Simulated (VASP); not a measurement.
# Mg18HO in VASP: single point with PBE

Aim: the single point of Mg18HO with PBE.

Program: VASP 6.6.1. These are calculated values, not measurements. Logs are shortened: lines on timing, memory, paths and dates and some standing lists are left out, and cuts for length are marked.

## Step 1: The cell of the first run

The cell holds a slab with vacuum, 20 atoms: a = 6.420 Å, b = 9.630 Å, c = 18.213 Å, α = 90.00°, β = 90.00°, γ = 60.00°.

## Step 2: Single point, PBE

INCAR

```
SYSTEM = Mg18HO
PREC = Accurate
ENCUT = 520
EDIFF = 1E-7
ISMEAR = -1
SIGMA = 0.1
LREAL = Auto
LASPH = .True.
NELM = 60
ALGO = Normal
ISIF = 2
LWAVE = .False.
LCHARG = .True.
GGA = PE
LELF = .True.
LVHAR = .True.
NBANDS = 38
```

KPOINTS

```
regular mesh
0
Gamma
  3 2 1
  0 0 0
```

POSCAR

```
Mg18HO
1.0
    6.4200000000      0.0000000000      0.0000000000
    4.8150000000      8.3398250000      0.0000000000
    0.0000000000      0.0000000000     18.2130400000
Mg O H
18 1 1
Direct
    0.0000000000      0.0000000000      0.0549057000
    0.5000000000      0.0000000000      0.0549057000
    0.0000000000      0.3333333000      0.0549057000
    0.5000000000      0.3333333000      0.0549057000
    0.0000000000      0.6666667000      0.0549057000
    0.5000000000      0.6666667000      0.0549057000
   -0.1668440502      0.2221271807      0.2044682030
    0.3355886038      0.2204955883      0.2034644576
   -0.1638304603      0.5552199454      0.2026208997
    0.3302429705      0.5581538322      0.2010394226
   -0.1666151948      0.8893348839      0.1986921191
    0.3337065356      0.8891679022      0.2032291920
    0.0045661414      0.0021097667      0.3493823332
    0.4944374691      0.0019280103      0.3492217657
    0.0030423085      0.3320407449      0.3486198899
    0.4933657114      0.3409816414      0.3452634542
    0.0019029368      0.6648475314      0.3480549434
    0.5055515618      0.6604472850      0.3426941238
    0.8333396073      0.8900936509      0.4000531552
    0.8344509890      0.8887980691      0.4536123537
```

Potentials or basis: VASP PAW PBE potentials, release 64 (Mg, O, H).

On the command line:

```console
$ cat potpaw_PBE.64/Mg/POTCAR potpaw_PBE.64/O/POTCAR potpaw_PBE.64/H/POTCAR > POTCAR
$ mpirun -np 1 vasp_std > vasp.out
```

OUTCAR:

```text
SYSTEM = Mg18HO
   PREC = Accurate
   ENCUT = 520
   EDIFF = 1E-7
   ISMEAR = -1
   LREAL = Auto
   LASPH = .True.
   NELM = 60
   ISIF = 2
   GGA = PE

 ion  position               nearest neighbor table
   1  0.000  0.000  0.055-  11 3.21   5 3.21   3 3.21   6 3.21   4 3.21   2 3.21   2 3.21  12 3.28
                             7 3.29
   2  0.500  0.000  0.055-  11 3.21   6 3.21   4 3.21   5 3.21   3 3.21   1 3.21   1 3.21   8 3.27
                            12 3.27
   3  0.000  0.333  0.055-   1 3.21   2 3.21   4 3.21   4 3.21   6 3.21   5 3.21   9 3.27   8 3.29
                             7 3.30
   4  0.500  0.333  0.055-   2 3.21   1 3.21   3 3.21   3 3.21   5 3.21   6 3.21  10 3.26   8 3.28
                             7 3.29
   5  0.000  0.667  0.055-   1 3.21   2 3.21   6 3.21   6 3.21   4 3.21   3 3.21  11 3.21  10 3.23
                             9 3.26
   6  0.500  0.667  0.055-   2 3.21   1 3.21   5 3.21   5 3.21   3 3.21   4 3.21  10 3.24   9 3.28
                            12 3.28
   7  0.833  0.222  0.204-  16 3.19   8 3.20  11 3.21  12 3.21  13 3.21   9 3.22   8 3.22  15 3.22
                            10 3.23   4 3.29   1 3.29   3 3.30
   8  0.336  0.220  0.203-  11 3.19  16 3.20  12 3.20   7 3.20   9 3.21   7 3.22  14 3.22  15 3.23
                            10 3.23   2 3.27   4 3.28   3 3.29
   9  0.836  0.555  0.203-  18 3.14  10 3.19  11 3.21   8 3.21   7 3.22  12 3.22  17 3.22  10 3.23
[... 4 lines left out ...]
                            12 3.21  17 3.30  14 3.33  13 3.33
  12  0.334  0.889  0.203-  18 3.18   8 3.20  10 3.20  11 3.21   7 3.21  11 3.21   9 3.22  14 3.23
                            13 3.23   2 3.27   1 3.28   6 3.28
  13  0.005  0.002  0.349-  19 2.10  14 3.14  15 3.17   7 3.21  12 3.23  18 3.26  17 3.26  16 3.27
                            14 3.28  11 3.33
  14  0.494  0.002  0.349-  19 2.10  13 3.14  15 3.17   8 3.22  12 3.23  17 3.25  18 3.26  16 3.26
                            13 3.28  11 3.33
  15  0.003  0.332  0.349-  14 3.17  13 3.17  18 3.18  16 3.19  17 3.20   7 3.22   8 3.23  16 3.23
                             9 3.25
  16  0.493  0.341  0.345-  18 3.12  17 3.14   7 3.19  10 3.19  15 3.19   8 3.20  15 3.23  14 3.26
                            13 3.27
  17  0.002  0.665  0.348-  19 2.10  16 3.14  15 3.20  18 3.21  18 3.21   9 3.22  10 3.24  14 3.25
                            13 3.26  11 3.30
  18  0.506  0.660  0.343-  16 3.12   9 3.14  10 3.16  12 3.18  15 3.18  17 3.21  17 3.21  14 3.26
                            13 3.26
  19  0.833  0.890  0.400-  20 0.98  14 2.10  13 2.10  17 2.10
  20  0.834  0.889  0.454-  19 0.98

  LATTYP: Found a simple monoclinic cell.
 ALAT       =     6.4200000000
 B/A-ratio  =     2.8369221184
 C/A-ratio  =     1.3228757108
 COS(beta)  =    -0.1889822286

  Lattice vectors:

 A1 = (   6.4200000000,   0.0000000000,   0.0000000000)
 A2 = (   0.0000000000,   0.0000000000, -18.2130400000)
 A3 = (  -1.6050000000,   8.3398250000,   0.0000000000)

Analysis of symmetry for initial positions (statically):
=====================================================================
 Subroutine PRICEL returns:
 Original cell was already a primitive cell.

 Routine SETGRP: Setting up the symmetry group for a
 simple monoclinic supercell.

 Subroutine GETGRP returns: Found  1 space group operations
 (whereof  1 operations were pure point group operations)
 out of a pool of  4 trial point group operations.

The static configuration has the point symmetry C_1 .

Analysis of symmetry for dynamics (positions and initial velocities):
=====================================================================
 Subroutine PRICEL returns:
 Original cell was already a primitive cell.

 Routine SETGRP: Setting up the symmetry group for a
 simple monoclinic supercell.

 Subroutine GETGRP returns: Found  1 space group operations
 (whereof  1 operations were pure point group operations)
 out of a pool of  4 trial point group operations.

The dynamic configuration has the point symmetry C_1 .

 Subroutine INISYM returns: Found  1 space group operations
 (whereof  1 operations are pure point group operations),
 and found     1 'primitive' translations

----------------------------------------------------------------------------------------

                                     Primitive cell

  volume of cell :     975.1567

  direct lattice vectors                    reciprocal lattice vectors
     6.420000000  0.000000000  0.000000000     0.155763240 -0.089929945  0.000000000
     4.815000000  8.339825000  0.000000000     0.000000000  0.119906593  0.000000000
     0.000000000  0.000000000 18.213040000     0.000000000  0.000000000  0.054905716

  length of vectors
[... 52 lines left out ...]
 Grid dimensions read from file:
 generate k-points for:    3    2    1

 Generating k-lattice:

  Cartesian coordinates                     Fractional coordinates (reciprocal lattice)
     0.051921080 -0.029976648  0.000000000     0.333333333  0.000000000  0.000000000
     0.000000000  0.059953296  0.000000000     0.000000000  0.500000000  0.000000000
     0.000000000  0.000000000  0.054905716     0.000000000  0.000000000  1.000000000

  Length of vectors
     0.059953298  0.059953296  0.054905716

  Shift w.r.t. Gamma in fractional coordinates (k-lattice)
     0.000000000  0.000000000  0.000000000

 -----------------------------------------------------------------------------
|                                                                             |
|           W    W    AA    RRRRR   N    N  II  N    N   GGGG   !!!           |
|           W    W   A  A   R    R  NN   N  II  NN   N  G    G  !!!           |
|           W    W  A    A  R    R  N N  N  II  N N  N  G       !!!           |
|           W WW W  AAAAAA  RRRRR   N  N N  II  N  N N  G  GGG   !            |
|           WW  WW  A    A  R   R   N   NN  II  N   NN  G    G                |
|           W    W  A    A  R    R  N    N  II  N    N   GGGG   !!!           |
|                                                                             |
|     Your reciprocal lattice and k-lattice belong to different lattice       |
|     classes:                                                                |
|                                                                             |
|        The reciprocal lattice is simple monoclinic,                         |
|        whereas your k-lattice is hexagonal.                                 |
|                                                                             |
|     Results are often still useful ...                                      |
|                                                                             |
 -----------------------------------------------------------------------------

 Subroutine IBZKPT returns following result:
 ===========================================

 Found      4 irreducible k-points:

 Following reciprocal coordinates:
            Coordinates               Weight
  0.000000  0.000000  0.000000      1.000000
  0.333333  0.000000  0.000000      2.000000
  0.000000  0.500000  0.000000      1.000000
  0.333333  0.500000  0.000000      2.000000
   k-points           NKPTS =      4   k-points in BZ     NKDIM =      4   number of bands    NBANDS=     38
   number of dos      NEDOS =    301   number of ions     NIONS =     20
   total plane-waves  NPLWV = 483840
   dimension x,y,z NGX =    48 NGY =   72 NGZ =  140
   dimension x,y,z NGXF=    96 NGYF=  144 NGZF=  280
   ions per type =              18   1   1
   NGX,Y,Z   is equivalent  to a cutoff of  12.43, 12.43, 12.78 a.u.
   NGXF,Y,Z  is equivalent  to a cutoff of  24.86, 24.86, 25.56 a.u.
 SYSTEM =  Mg18HO
   PREC   = accura    normal or accurate (medium, high low for compatibility)
   ISTART =      0    job   : 0-new  1-cont  2-samecut
   ICHARG =      2    charge: 1-file 2-atom 10-const
   ISPIN  =      1    spin polarized calculation?
   LNONCOLLINEAR =      F non collinear calculations
   LSORBIT =      F    spin-orbit coupling
   LASPH  =      T    aspherical Exc in radial PAW
   ENCUT  =  520.0 eV  38.22 Ry    6.18 a.u.  11.94 17.91 33.86*2*pi/ulx,y,z
   NELM   =     60;   NELMIN=  2; NELMDL= -5     # of ELM steps
   EDIFF  = 0.1E-06   stopping-criterion for ELM
   LREAL  =      T    real-space projection
   EDIFFG = 0.1E-05   stopping-criterion for IOM
   NSW    =      0    number of steps for IOM
   IBRION =     -1    ionic relax: 0-MD 1-quasi-New 2-CG
   NFREE  =      0    steps in history (QN), initial steepest desc. (CG)
   ISIF   =      2    stress and relaxation
   ISYM   =      2    0-nonsym 1-usesym 2-fastsym
   POTIM  = 0.5000    time-step for ionic-motion
   TEBEG  =    0.0;   TEEND  =   0.0 temperature during run
   PSTRESS=    0.0 pullay stress
   NELECT =      43.0000    total number of electrons
   NUPDOWN=      -1.0000    fix difference up-down
   EMIN   =  10.00;   EMAX   =-10.00  energy-range for DOS
   EFERMI =   0.00;   METHOD = LEGACY
   ISMEAR =    -1;   SIGMA  =   0.10  broadening in eV -4-tet -1-fermi 0-gaus
   EFERMI_NEDOS =   21; number of points for ismear=-14 and -15
   IALGO  =     38    algorithm
   IMIX   =      4    mixing-type and parameters
     AMIX     =   0.40;   BMIX     =  1.00
     AMIX_MAG =   1.60;   BMIX_MAG =  1.00
  volume/ion in A,a.u.               =      48.76       329.03
  Fermi-wavevector in a.u.,A,eV,Ry     =   0.578371  1.092962  4.551319  0.334513
  Thomas-Fermi vector in A             =   1.621649
   LORBIT       =      0    0 simple, 1 ext, 2 COOP (PROOUT), +10 PAW based schemes
   GGA     = PE    functional components
   LHFCALC =     F    Hartree Fock is set to
   AEXX    =    0.0000 exact exchange contribution
   IVDW    =     0    specifies the selected vdW correction
   LEPSILON=     F    determine dielectric tensor
   LRPA    =     F    only Hartree local field effects (RPA)
 non-spin polarized calculation
  energy-cutoff  :      520.00
  volume of cell :      975.16
 maximum number of plane-waves:     26271
 NGX is ok and might be reduce to    48
   NGX = 23   NGY = 35   NGZ = 67

 number of electron      43.0000001 magnetization

 Free energy of the ion-electron system (eV)
  ---------------------------------------------------
  ext. energy  EPLUGINS =         0.00000000
  ---------------------------------------------------
  free energy    TOTEN  =       -35.72356016 eV

  energy without entropy =      -35.38006112  energy(sigma->0) =      -35.55181064

 E-fermi :  -0.6932     XC(G=0):  -4.6866

 val. band max:       -0.7306106636   @ k =   0.0000   0.0000   0.0000
 cond. band min:      -0.6834230644   @ k =   0.3333   0.0000   0.0000
 fundamental gap:      0.0471875993
 Fermi energy:        -0.6932396642

 k-point     1 :       0.0000    0.0000    0.0000
  band No.  band energies     occupation
      1     -22.1657      2.00000
      2      -9.8135      2.00000
      3      -7.0531      2.00000
      4      -6.5674      2.00000
      5      -6.5123      2.00000
      6      -5.7626      2.00000
[... 133 lines left out ...]
     32       1.3219      0.00000
     33       1.8799      0.00000
 [bands above 33 left out]

------------------------ aborting loop because EDIFF is reached ----------------------------------------

  FORCE on cell =-STRESS in cart. coord.  units (eV):
  Direction    XX          YY          ZZ          XY          YZ          ZX
  --------------------------------------------------------------------------------------
  -------------------------------------------------------------------------------------
  Total       -7.2218552     -7.5851821     -0.1379333     -0.1237418     -0.0145265     -0.0303446
  in kB      -11.8654702    -12.4624144     -0.2266236     -0.2033072     -0.0238670     -0.0498559
  external PRESSURE =      -8.1848361 kB  Pullay stress =       0.0000000 kB

 VOLUME and BASIS-vectors are now :
 -----------------------------------------------------------------------------
  energy-cutoff  :      520.00
  volume of cell :      975.16
      direct lattice vectors                 reciprocal lattice vectors
     6.420000000  0.000000000  0.000000000     0.155763240 -0.089929945  0.000000000
     4.815000000  8.339825000  0.000000000     0.000000000  0.119906593  0.000000000
     0.000000000  0.000000000 18.213040000     0.000000000  0.000000000  0.054905716

 POSITION                                       TOTAL-FORCE (eV/Angst)
 -----------------------------------------------------------------------------------
      0.00000      0.00000      1.00000         0.050610      0.001300     -0.014228
      3.21000      0.00000      1.00000        -0.047216      0.013621     -0.004851
      1.60500      2.77994      1.00000         0.027438     -0.015821      0.027423
      4.81500      2.77994      1.00000        -0.025763     -0.032240      0.022385
      3.21000      5.55988      1.00000         0.004630     -0.028604      0.001180
      6.42000      5.55988      1.00000        -0.001974      0.064815      0.016074
[... 12 lines left out ...]
      9.63584      7.42323      7.28618        -0.000725     -0.002259     -0.127784
      9.63674      7.41242      8.26166        -0.000770     -0.000910      0.111298
 -----------------------------------------------------------------------------------
    total drift:                               -0.002688     -0.000574      0.012702

  FREE ENERGIE OF THE ION-ELECTRON SYSTEM (eV)
  ---------------------------------------------------
  free  energy   TOTEN  =       -35.7235601621 eV

  energy  without entropy=      -35.3800611248  energy(sigma->0) =      -35.55181064
```

Run time: 12 min. Hardware: 1 thread of AMD EPYC 7R13, shared host; peak memory 0.9 GiB.

Results:

| Item | Value |
| --- | --- |
| Free energy | -35.7236 eV |
| Largest force | 0.128 eV/Å |
| Band gap on the k mesh | zero (an odd number of electrons rules out a gap without spin polarisation) |

Forces in eV/Å, atoms in the order of the input:
```
Mg   0.051  0.001 -0.014
Mg  -0.047  0.014 -0.005
Mg   0.027 -0.016  0.027
Mg  -0.026 -0.032  0.022
Mg   0.005 -0.029  0.001
Mg  -0.002  0.065  0.016
Mg  -0.002 -0.001  0.001
Mg   0.000  0.000 -0.003
Mg   0.000  0.001 -0.003
Mg  -0.001  0.000 -0.003
Mg   0.000 -0.001 -0.007
Mg  -0.001 -0.001 -0.002
Mg  -0.015 -0.006  0.003
Mg   0.014 -0.003 -0.001
Mg  -0.001  0.002 -0.004
Mg   0.001  0.001 -0.006
Mg   0.001  0.009 -0.002
Mg  -0.002  0.000 -0.004
O   -0.001 -0.002 -0.128
H   -0.001 -0.001  0.111
```

Levels at points of the mesh, in eV from the Fermi level:
```tsv
k point	band 17	band 18	band 19	band 20	band 21	band 22	band 23	band 24	band 25	band 26
(0.00, 0.00, 0.00)	-1.37	-1.01	-0.98	-0.85	-0.44	-0.04	0.10	0.40	0.79	0.95
(0.00, 0.50, 0.00)	-1.37	-1.27	-0.73	-0.56	-0.47	-0.27	-0.10	0.01	0.14	0.46
```

Caveat: the k points lie up to 0.38 Å⁻¹ apart, too coarse for converged energies and pressures of a metal; an odd number of electrons without spin polarisation forces a metal; a magnetic or distorted state may lie lower.
